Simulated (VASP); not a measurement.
A run of VASP 6.6.1 is set up as follows.

Contents of INCAR:

```
SYSTEM = LiBe4
PREC = Accurate ; ENCUT = 750
EDIFF = 1E-6 ; ISMEAR = 0
SIGMA = 0.2 ; LREAL = .False.
LASPH = .True. ; NELM = 120
ALGO = Normal ; ISIF = 2
LWAVE = .False. ; LCHARG = .True.
GGA = PE ; LELF = .True.
LVHAR = .True. ; NBANDS = 14
GGA_COMPAT = .False.
```

Contents of KPOINTS:

```
Automatic mesh
0
Gamma
  5 5 5
  0 0 0
```

The input POSCAR:

```
LiBe4
1.0
    3.7826740581      0.0000000000      0.0000000000
    0.0000000000      3.7826740581      0.0000000000
    0.0000000000      0.0000000000      3.7826740581
Li Be
1 4
Direct
    0.5000000000      0.5000000000      0.5000000000
    0.0000000000      0.5000000000      0.5000000000
    0.5000000000      0.0000000000      0.5000000000
    0.5000000000      0.5000000000      0.0000000000
    0.0000000000      0.0000000000      0.0000000000
```

Potentials or basis: VASP PAW PBE potentials, release 64 (Li_sv, Be).

The run is started by

```sh
$ cat potpaw_PBE.64/Li_sv/POTCAR potpaw_PBE.64/Be/POTCAR > POTCAR
$ mpirun -np 1 vasp_std > vasp.out
```

**Question.** Predict the pressure.

**Answer.** -0.2 GPa.
